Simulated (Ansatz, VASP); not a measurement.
## One calculation of SnS2, two programs

```xyz
18
Lattice="3.6513 0.0000 0.0000 0.0000 8.7582 0.0000 0.0000 0.0000 26.6078" Properties=species:S:1:pos:R:3 pbc="T T T"
S     0.0000    4.0640    7.5000
S     0.0000    0.5027    8.1701
S     1.8257    6.3474    9.6876
S     1.8257    2.7860   10.3576
S     0.0000    8.6307   11.8751
S     0.0000    5.0694   12.5452
S     1.8257    2.1558   14.0627
S     1.8257    7.3527   14.7327
S     0.0000    4.4392   16.2502
S     0.0000    0.8778   16.9203
S     1.8257    6.7225   18.4378
S     1.8257    3.1612   19.1078
Sn    1.8257    2.2834    7.8350
Sn    0.0000    4.5667   10.0226
Sn    1.8257    6.8501   12.2101
Sn    0.0000    0.3752   14.3977
Sn    1.8257    2.6585   16.5852
Sn    0.0000    4.9419   18.7728
```

Alike in both runs: task single point; functional PBEsol; k mesh 7 × 3 × 1; occupations fermi-dirac, width 0.3 eV; no spin polarisation.

```csv
,VASP,Ansatz
version,VASP 6.6.1,Ansatz 0.2.0
potentials or method,"VASP PAW PBE potentials, release 64 (S, Sn_d), cutoff 400 eV","scalar-relativistic, plane waves, PAW"
valence electrons in the cell,156,156
```

Ansatz gave:

- gap on the k mesh at the Fermi level (eV): 1.06
- least direct gap on the mesh (eV): 1.14
- rms of the force components (eV/Å): 0.430

Q: Which values does VASP return?

A: gap on the k mesh at the Fermi level (eV): 1.06; least direct gap on the mesh (eV): 1.14; rms of the force components (eV/Å): 0.432.

VASP's potentials were made for PBE, not for PBEsol.
